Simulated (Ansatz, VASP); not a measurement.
One calculation of HgTe, two programs

```
CELL_PARAMETERS angstrom
0.00000 3.07712 3.07712
3.07712 0.00000 3.07712
3.07712 3.07712 0.00000
ATOMIC_POSITIONS crystal
Hg 0.00000 0.00000 0.00000
Te 0.50000 0.50000 0.50000
```

Alike in both runs: task relaxation of cell and atoms; functional PBEsol; k mesh 12 × 12 × 12; occupations gaussian, width 0.1 eV; no spin polarisation.

|  | VASP | Ansatz |
| --- | --- | --- |
| version | VASP 6.6.1 | Ansatz 0.2.0 |
| potentials or method | VASP PAW PBE potentials, release 64 (Hg, Te), cutoff 600 eV | scalar-relativistic, plane waves, PAW |
| valence electrons in the cell | 18 | 36 |

```tsv
	VASP	Ansatz	Ansatz less VASP
gap on the k mesh at the Fermi level, each at its own relaxed structure (eV)	none	none	-
relaxed volume (Å³/atom)	27.19	27.09	-0.102
relaxed length of the cell vector where the two differ most in proportion (Å)	4.252	4.247	-0.0053
```

VASP's potentials were made for PBE, not for PBEsol. A gap of «none» marks a metal or a gap that the smearing closes. VASP's potentials hold 18 valence electrons a cell and Ansatz's 36, so a difference there can come from the potentials and not from the codes.

Neither program's run includes spin-orbit coupling.
